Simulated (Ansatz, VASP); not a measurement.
One calculation of SrO, two programs

```xyz
2
Lattice="0.0000 2.5868 2.5868 2.5868 0.0000 2.5868 2.5868 2.5868 0.0000" Properties=species:S:1:pos:R:3 pbc="T T T"
Sr    0.0000    0.0000    0.0000
O     2.5868    2.5868    2.5868
```

Change from the starting cell: volume scaled by 1.02, crystal datasets.

Alike in both runs: task electric field gradients; functional PBE; k mesh 8 × 8 × 8; occupations fermi-dirac, width 0.02 eV; no spin polarisation.

```csv
,VASP,Ansatz
version,VASP 6.6.1,Ansatz 0.2.0
potentials or method,"VASP PAW PBE potentials, release 64 (Sr_sv, O), cutoff 520 eV","all-electron PAW with datasets made for the crystal, scalar-relativistic"
```

|  | VASP | Ansatz | Ansatz less VASP |
| --- | --- | --- | --- |
| gap on the k mesh at the Fermi level (eV) | 3.27 | 3.32 | +0.046 |
| pressure (GPa) | 1.6 | 1.1 | -0.53 |

Ansatz ran all-electron here, and VASP with PAW potentials.
